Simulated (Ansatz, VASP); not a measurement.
Mg in VASP and in Ansatz

The input INCAR:

```
PREC = Accurate ; ENCUT = 520
EDIFF = 1E-6 ; ISMEAR = -1
SIGMA = 0.1 ; LREAL = F
LASPH = T ; NELM = 100
ALGO = Normal ; ISIF = 2
LWAVE = F ; LCHARG = T
GGA = CA ; LELF = T
LVHAR = T ; NBANDS = 7
```

File KPOINTS:

```
Automatic mesh
0
Gamma
  12 12 12
```

The input POSCAR:

```
Mg
1.0
    3.0720039846      0.0000000000      0.0000000000
    0.0000000000      3.0720039846      0.0000000000
    0.0000000000      0.0000000000      3.0720039846
Mg
1
Direct
    0.0000000000      0.0000000000      0.0000000000
```

Input for Ansatz:

```yaml
crystal:
  lattice:
    - [3.0720039846, 0.0, 0.0]
    - [0.0, 3.0720039846, 0.0]
    - [0.0, 0.0, 3.0720039846]
  atoms:
    - { symbol: Mg, position: [0.0, 0.0, 0.0] }
hamiltonian:
  xc: lda
  pseudopotentials:
    kind: paw
    azcp:
      Mg: "pseudopotentials/Mg.paw.azcp"
basis:
  ecutwfc: 420
  fft_grid_basis: typed
kpoints:
  mp_grid: { grid: [12, 12, 12], shift: [0, 0, 0] }
magnetization:
  spin_polarized: false
scf:
  occupations: { method: fermi_dirac, width: 0.1 }
  lower_state_search: "off"
output:
  stress: true
```

Alike in both runs: task single point; functional LDA; k mesh 12 × 12 × 12; occupations fermi-dirac, width 0.1 eV; no spin polarisation.

|  | VASP | Ansatz |
| --- | --- | --- |
| version | VASP 6.6.1 | Ansatz 0.2.0 |
| potentials or method | VASP PAW LDA potentials, release 64 (Mg), cutoff 520 eV | plane waves (420 eV) with PAW, scalar-relativistic |
| valence electrons in the cell | 2 | 10 |

|  | VASP | Ansatz | Ansatz less VASP |
| --- | --- | --- | --- |
| pressure (GPa) | -2.4 | -2.2 | +0.20 |

Ansatz warns that its potentials were made for another functional, while VASP's fit it. LDA's correlation is that of Perdew and Zunger in VASP and of Perdew and Wang (1992) in Ansatz. VASP's potentials hold 2 valence electrons a cell and Ansatz's 10, so a difference there can come from the potentials and not from the codes.
